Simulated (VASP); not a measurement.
A run of VASP 6.6.1 is set up as follows.

Contents of INCAR:

```
SYSTEM = HOs12
PREC     = Accurate       ! precision mode
ENCUT    = 520            ! plane-wave cutoff, eV
EDIFF    = 1E-7           ! SCF threshold, eV
ISMEAR   = 0              ! smearing method
SIGMA    = 0.05           ! smearing width, eV
LREAL    = .FALSE.        ! projectors in reciprocal space
LASPH    = .TRUE.         ! aspherical terms in the spheres
NELM     = 100            ! most SCF steps
ALGO     = Normal         ! electronic algorithm
ISIF     = 2              ! what is computed and relaxed
LWAVE    = .FALSE.        ! write WAVECAR
LCHARG   = .FALSE.        ! write CHGCAR
GGA      = PS             ! functional
NBANDS   = 60             ! bands
```

Contents of KPOINTS:

```
regular mesh
0
G
  4 3 4
  0 0 0
```

POSCAR

```
HOs12
1.0
    5.4800000000      0.0000000000      0.0000000000
   -4.1100000000      7.1187290000      0.0000000000
    0.0000000000      0.0000000000      4.3264600000
Os H
12 1
Direct
   -0.0136439540     -0.0172461966      0.0002191168
    0.1646646797      0.2216728576      0.5002191168
   -0.0087607910      0.3405235682      0.0002177300
    0.1642685831      0.5554887677      0.5002163432
    0.0051726265      0.6693583925      0.0002170366
    0.1650694848      0.8872471476      0.5002195791
    0.5005483718      0.0010625492      0.0002200413
    0.6665631165      0.2236114059      0.5002177300
    0.5220234581      0.3426714235      0.0002161120
    0.6682186783      0.5566974105      0.5002161120
    0.4975444693      0.6668434773      0.0002168054
    0.6624433667      0.8865222991      0.5002195791
    0.1667623856      0.2191955895      0.0002193479
```

Potentials or basis: VASP PAW PBE potentials, release 64 (Os, H).

Run with:

```console
$ cat potpaw_PBE.64/Os/POTCAR potpaw_PBE.64/H/POTCAR > POTCAR
$ mpirun -np 1 vasp_std > vasp.out
```

(1) Estimate the band gap on the k mesh.

(2) Predict the pressure.

(3) Estimate the largest force.

Answers

(1) zero (an odd number of electrons rules out a gap without spin polarisation).

(2) 3.6 GPa.

(3) 0.137 eV/Å.

Caveat: the k points lie up to 0.36 Å⁻¹ apart, too coarse for converged energies and pressures of a metal; the PAW data sets were made with another functional, which shifts forces and pressure a little; spin-orbit coupling is left out, which moves the levels of the heavy elements.
